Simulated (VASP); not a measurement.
A run of VASP 6.6.1 is set up as follows.

Contents of INCAR:

```
SYSTEM = Re
ALGO     = Normal         ! electronic algorithm
EDIFF    = 1E-8           ! SCF threshold, eV
ENCUT    = 520            ! plane-wave cutoff, eV
GGA      = PE             ! functional
ISIF     = 2              ! what is computed and relaxed
ISMEAR   = -1             ! smearing method
LASPH    = .TRUE.         ! aspherical terms in the spheres
LCHARG   = .FALSE.        ! write CHGCAR
LEFG     = .TRUE.       
LREAL    = .FALSE.        ! projectors in reciprocal space
LWAVE    = .FALSE.        ! write WAVECAR
NBANDS   = 10             ! bands
NELM     = 60             ! most SCF steps
PREC     = Accurate       ! precision mode
SIGMA    = 0.03           ! smearing width, eV
```

File KPOINTS:

```
k-points
0
G
  14 14 14
  0 0 0
```

POSCAR

```
Re
1.0
    0.0395000000      1.9947500000      1.9947500000
    1.9947500000      0.0395000000      1.9947500000
    1.9947500000      1.9947500000      0.0395000000
Re
1
Direct
    0.0000000000      0.0000000000      0.0000000000
```

Potentials or basis: VASP PAW PBE potentials, release 64 (Re).

Command:

```console
$ cat potpaw_PBE.64/Re/POTCAR > POTCAR
$ mpirun -np 1 vasp_std > vasp.out
```

Question: What does it give for the pressure?

Answer: -9.3 GPa.

Question: Estimate the band gap on the k mesh.

Answer: Zero (an odd number of electrons rules out a gap without spin polarisation).

Electric field gradients, principal values (V/Å²):
| atom | least | middle | greatest (by size) |
| --- | --- | --- | --- |
| 1 Re | -34.276 | -34.276 | 68.551 |

Caveat: the cell differs from its parent crystal (equal xy, yz and zx shear strains of +2 %); the cell stands under tension; without QUAD_EFG the Cq values of the log hold for a quadrupole moment of 1 mb, not for the nuclei; spin-orbit coupling is left out, which moves the levels of the heavy elements.
